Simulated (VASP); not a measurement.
# Sn (Fd-3m) in VASP: notebook

Sn is run at these levels: BLYP+D4, RPBE+D4; tasks: relaxation of cell and atoms.

Program: VASP 6.6.1. These are calculated values, not measurements. Logs are shortened: lines on timing, memory, paths and dates and some standing lists are left out, and cuts for length are marked.

### 1 The cell of the first run

It takes space group Fd-3m (No. 227, cubic). Conventional cell: a = 6.467 Å, b = 6.467 Å, c = 6.467 Å, α = 90.00°, β = 90.00°, γ = 90.00°. Sn (site symmetry -43m) has 4 Sn at 2.80 Å within 3.7 Å.

This isn't the form of Sn at room conditions, which is tetragonal (white tin).

### 2 Relaxation of cell and atoms, BLYP+D4

INCAR

```
  PREC = Accurate
  ENCUT = 600
  EDIFF = 1E-6
  ISMEAR = -1
  SIGMA = 0.05
  LREAL = False
  LASPH = True
  NELM = 100
  ALGO = Normal
  ISIF = 3
  LWAVE = False
  LCHARG = False
  GGA = B5
  ALDAX = 1.0
  AGGAX = 1.0
  AGGAC = 1.0
  ALDAC = 0.0
  IVDW = 13
  VDW_S6 = 1.0
  VDW_S8 = 2.34076671
  VDW_A1 = 0.44488865
  VDW_A2 = 4.0933009
  IBRION = 2
  NSW = 80
  EDIFFG = -0.005
```

KPOINTS

```
regular mesh
0
Gamma
  7 7 7
```

POSCAR

```
Sn
1.0
    0.0000000000      3.2333428000      3.2333428000
    3.2333428000      0.0000000000      3.2333428000
    3.2333428000      3.2333428000      0.0000000000
Sn
2
Direct
    0.7500000000      0.7500000000      0.7500000000
    0.5000000000      0.5000000000      0.5000000000
```

Potentials or basis: VASP PAW PBE potentials, release 64 (Sn_d).

The run is started by

```bash
> cat potpaw_PBE.64/Sn_d/POTCAR > POTCAR
> mpirun -np 1 vasp_std > vasp.out
```

OUTCAR:

```text
PREC = Accurate
   ENCUT = 600
   EDIFF = 1E-6
   ISMEAR = -1
   LREAL = False
   LASPH = True
   NELM = 100
   ISIF = 3
   GGA = B5
   IVDW = 13
   IBRION = 2
   NSW = 80
   EDIFFG = -0.005

 ion  position               nearest neighbor table
   1  0.750  0.750  0.750-   2 2.80   2 2.80   2 2.80   2 2.80
   2  0.500  0.500  0.500-   1 2.80   1 2.80   1 2.80   1 2.80

  LATTYP: Found a face centered cubic cell.
 ALAT       =     6.4666856000

  Lattice vectors:

 A1 = (   0.0000000000,   3.2333428000,   3.2333428000)
 A2 = (   3.2333428000,   0.0000000000,   3.2333428000)
 A3 = (   3.2333428000,   3.2333428000,   0.0000000000)

Analysis of symmetry for initial positions (statically):
=====================================================================
 Subroutine PRICEL returns:
 Original cell was already a primitive cell.

 Routine SETGRP: Setting up the symmetry group for a
 face centered cubic supercell.

 Subroutine GETGRP returns: Found 48 space group operations
 (whereof 24 operations were pure point group operations)
 out of a pool of 48 trial point group operations.

The static configuration has the point symmetry T_d .
 The point group associated with its full space group is O_h .

Analysis of symmetry for dynamics (positions and initial velocities):
=====================================================================
 Subroutine PRICEL returns:
 Original cell was already a primitive cell.

 Routine SETGRP: Setting up the symmetry group for a
 face centered cubic supercell.

 Subroutine GETGRP returns: Found 48 space group operations
 (whereof 24 operations were pure point group operations)
 out of a pool of 48 trial point group operations.

The dynamic configuration has the point symmetry T_d .
 The point group associated with its full space group is O_h .

 Subroutine INISYM returns: Found 48 space group operations
 (whereof 24 operations are pure point group operations),
 and found     1 'primitive' translations

----------------------------------------------------------------------------------------

                                     Primitive cell

  volume of cell :      67.6060

  direct lattice vectors                    reciprocal lattice vectors
     0.000000000  3.233342800  3.233342800    -0.154638723  0.154638723  0.154638723
     3.233342800  0.000000000  3.233342800     0.154638723 -0.154638723  0.154638723
     3.233342800  3.233342800  0.000000000     0.154638723  0.154638723 -0.154638723

  length of vectors
     4.572637240  4.572637240  4.572637240     0.267842124  0.267842124  0.267842124

  position of ions in fractional coordinates (direct lattice)
     0.750000000  0.750000000  0.750000000
     0.500000000  0.500000000  0.500000000

  ion indices of the primitive-cell ions
   primitive index   ion index
                 1           1
                 2           2

----------------------------------------------------------------------------------------

 KPOINTS: regular mesh

Automatic generation of k-mesh.
 Grid dimensions read from file:
 generate k-points for:    7    7    7

 Generating k-lattice:

  Cartesian coordinates                     Fractional coordinates (reciprocal lattice)
    -0.022091246  0.022091246  0.022091246     0.142857143  0.000000000  0.000000000
     0.022091246 -0.022091246  0.022091246     0.000000000  0.142857143  0.000000000
     0.022091246  0.022091246 -0.022091246     0.000000000  0.000000000  0.142857143

  Length of vectors
     0.038263161  0.038263161  0.038263161

  Shift w.r.t. Gamma in fractional coordinates (k-lattice)
     0.000000000  0.000000000  0.000000000

 Subroutine IBZKPT returns following result:
 ===========================================

 Found     20 irreducible k-points:

 Following reciprocal coordinates:
            Coordinates               Weight
  0.000000  0.000000  0.000000      1.000000
  0.142857  0.000000  0.000000      8.000000
  0.285714  0.000000  0.000000      8.000000
  0.428571  0.000000  0.000000      8.000000
  0.142857  0.142857  0.000000      6.000000
  0.285714  0.142857  0.000000     24.000000
[... 12 lines left out ...]
 -0.428571  0.428571  0.142857     24.000000
 -0.285714  0.428571  0.142857     24.000000
   k-points           NKPTS =     20   k-points in BZ     NKDIM =     20   number of bands    NBANDS=     18
   number of dos      NEDOS =    301   number of ions     NIONS =      2
   total plane-waves  NPLWV =  64000
   dimension x,y,z NGX =    40 NGY =   40 NGZ =   40
   dimension x,y,z NGXF=    80 NGYF=   80 NGZF=   80
   ions per type =               2
   NGX,Y,Z   is equivalent  to a cutoff of  14.54, 14.54, 14.54 a.u.
   NGXF,Y,Z  is equivalent  to a cutoff of  29.09, 29.09, 29.09 a.u.
 SYSTEM =  unknown system
   PREC   = accura    normal or accurate (medium, high low for compatibility)
   ISTART =      0    job   : 0-new  1-cont  2-samecut
   ICHARG =      2    charge: 1-file 2-atom 10-const
   ISPIN  =      1    spin polarized calculation?
   LNONCOLLINEAR =      F non collinear calculations
   LSORBIT =      F    spin-orbit coupling
   LASPH  =      T    aspherical Exc in radial PAW
   ENCUT  =  600.0 eV  44.10 Ry    6.64 a.u.   9.13  9.13  9.13*2*pi/ulx,y,z
   NELM   =    100;   NELMIN=  2; NELMDL= -5     # of ELM steps
   EDIFF  = 0.1E-05   stopping-criterion for ELM
   LREAL  =      F    real-space projection
   EDIFFG = -.5E-02   stopping-criterion for IOM
   NSW    =     80    number of steps for IOM
   IBRION =      2    ionic relax: 0-MD 1-quasi-New 2-CG
   NFREE  =      1    steps in history (QN), initial steepest desc. (CG)
   ISIF   =      3    stress and relaxation
   ISYM   =      2    0-nonsym 1-usesym 2-fastsym
   POTIM  = 0.5000    time-step for ionic-motion
   TEBEG  =    0.0;   TEEND  =   0.0 temperature during run
   PSTRESS=    0.0 pullay stress
   NELECT =      28.0000    total number of electrons
   NUPDOWN=      -1.0000    fix difference up-down
   EMIN   =  10.00;   EMAX   =-10.00  energy-range for DOS
   EFERMI =   0.00;   METHOD = LEGACY
   ISMEAR =    -1;   SIGMA  =   0.05  broadening in eV -4-tet -1-fermi 0-gaus
   EFERMI_NEDOS =   21; number of points for ismear=-14 and -15
   IALGO  =     38    algorithm
   IMIX   =      4    mixing-type and parameters
     AMIX     =   0.40;   BMIX     =  1.00
     AMIX_MAG =   1.60;   BMIX_MAG =  1.00
  volume/ion in A,a.u.               =      33.80       228.11
  Fermi-wavevector in a.u.,A,eV,Ry     =   1.220298  2.306028 20.260793  1.489126
  Thomas-Fermi vector in A             =   2.355520
   LORBIT       =      0    0 simple, 1 ext, 2 COOP (PROOUT), +10 PAW based schemes
   GGA     = B5    functional components
   LHFCALC =     F    Hartree Fock is set to
   AEXX    =    0.0000 exact exchange contribution
   IVDW    =    13    specifies the selected vdW correction
   LEPSILON=     F    determine dielectric tensor
   LRPA    =     F    only Hartree local field effects (RPA)
 conjugate gradient relaxation of ions
 non-spin polarized calculation
  energy-cutoff  :      600.00
  volume of cell :       67.61
 maximum number of plane-waves:      2281
 NGX is ok and might be reduce to    40
   NGX = 19   NGY = 19   NGZ = 19

--------------------------------------- Ionic step        1  -------------------------------------------

 number of electron      28.0000005 magnetization

 Free energy of the ion-electron system (eV)
  ---------------------------------------------------
  ext. energy  EPLUGINS =         0.00000000
  ---------------------------------------------------
  free energy    TOTEN  =        -6.24729874 eV

  energy without entropy =       -6.24547258  energy(sigma->0) =       -6.24638566

 E-fermi :   6.1672     XC(G=0):  -8.3494

 val. band max:        5.9279457810   @ k =   0.1429   0.0000   0.0000
 cond. band min:       6.2270778645   @ k =   0.4286   0.0000   0.0000
 fundamental gap:      0.2991320835
 Fermi energy:         6.1672475639

 k-point     1 :       0.0000    0.0000    0.0000
  band No.  band energies     occupation
      1     -15.4765      2.00000
      2     -15.4765      2.00000
      3     -15.4765      2.00000
      4     -15.4119      2.00000
      5     -15.4119      2.00000
      6     -15.0934      2.00000
[... 10 lines left out ...]
     17       8.3613      0.00000
     18       8.3613      0.00000
[... 463 lines left out ...]
 POSITION                                       TOTAL-FORCE (eV/Angst)
 -----------------------------------------------------------------------------------
      5.00479      5.00479      5.00479         0.000000      0.000000      0.000000
      3.33652      3.33652      3.33652        -0.000000     -0.000000     -0.000000
 -----------------------------------------------------------------------------------
    total drift:                               -0.000000     -0.000000      0.000000

  FREE ENERGIE OF THE ION-ELECTRON SYSTEM (eV)
  ---------------------------------------------------
  free  energy   TOTEN  =        -7.5633191387 eV

  energy  without entropy=       -7.5591487796  energy(sigma->0) =       -7.56123396

--------------------------------------- Ionic step        3  -------------------------------------------

 number of electron      27.9999996 magnetization

 Free energy of the ion-electron system (eV)
  ---------------------------------------------------
  ext. energy  EPLUGINS =         0.00000000
  ---------------------------------------------------
  free energy    TOTEN  =        -6.39290959 eV

  energy without entropy =       -6.38941873  energy(sigma->0) =       -6.39116416

 E-fermi :   5.3272     XC(G=0):  -8.0507

 val. band max:        5.2126747156   @ k =   0.1429   0.0000   0.0000
 cond. band min:       5.3389625131   @ k =   0.4286   0.0000   0.0000
 fundamental gap:      0.1262877976
 Fermi energy:         5.3272014136

 k-point     1 :       0.0000    0.0000    0.0000
  band No.  band energies     occupation
      1     -16.0901      2.00000
      2     -16.0901      2.00000
      3     -16.0901      2.00000
      4     -16.0352      2.00000
      5     -16.0352      2.00000
      6     -15.7725      2.00000
[... 10 lines left out ...]
     17       7.5942      0.00000
     18       7.5942      0.00000
[... 423 lines left out ...]
 POSITION                                       TOTAL-FORCE (eV/Angst)
 -----------------------------------------------------------------------------------
      4.96757      4.96757      4.96757        -0.000000     -0.000000     -0.000000
      3.31171      3.31171      3.31171         0.000000      0.000000      0.000000
 -----------------------------------------------------------------------------------
    total drift:                               -0.000000     -0.000000      0.000000

  FREE ENERGIE OF THE ION-ELECTRON SYSTEM (eV)
  ---------------------------------------------------
  free  energy   TOTEN  =        -7.5671813654 eV

  energy  without entropy=       -7.5636905004  energy(sigma->0) =       -7.56543593

 reached required accuracy - stopping structural energy minimisation
```

Run time: 4.1 min. Hardware: 1 thread of Intel Xeon 8259CL, shared host; peak memory 0.25 GiB.

What came out:

```
Free energy                           : -7.5672 eV
Relaxed volume                        : 36.32 Å³/atom
Relaxed cell                          : a = 4.683 Å, b = 4.683 Å, c = 4.683 Å, α = 60.00°, β = 60.00°, γ = 60.00°
Space group after relaxing (to 0.1 Å) : Fd-3m (No. 227)
Energy gained by relaxing             : 22.8 meV/atom
Ionic steps                           : 3
Pressure after relaxing               : 0.0 GPa
Band gap on the k mesh                : zero (bands 14 and 15 overlap by 0.19 eV)
Dispersion energy per atom            : -0.587 eV
```

Step by step:
```tsv
step	energy change (eV)	largest force (eV/Å)	pressure (GPa)	volume (Å³)
1	0.0000	0.0000	3.14	67.61
2	-0.0418	0.0000	-0.73	74.29
3	-0.0456	0.0000	0.02	72.64
```

Final structure:
```
Sn
1.0
     0.00000    3.31171    3.31171
     3.31171    0.00000    3.31171
     3.31171    3.31171    0.00000
Sn
2
Direct
  0.75000 0.75000 0.75000
  0.50000 0.50000 0.50000
```

Levels at points of the mesh, in eV from the Fermi level:
```tsv
k point	band 12	band 13	band 14	band 15	band 16	band 17
(0.00, 0.00, 0.00)	-1.11	0.20	0.20	0.20	2.27	2.27
```

Caveat: the PAW data sets were made with another functional, which shifts forces and pressure a little; spin-orbit coupling is left out, which moves the levels of the heavy elements. Zero-point motion and thermal expansion aren't in these numbers.

(Continued in part 2 of 2.)
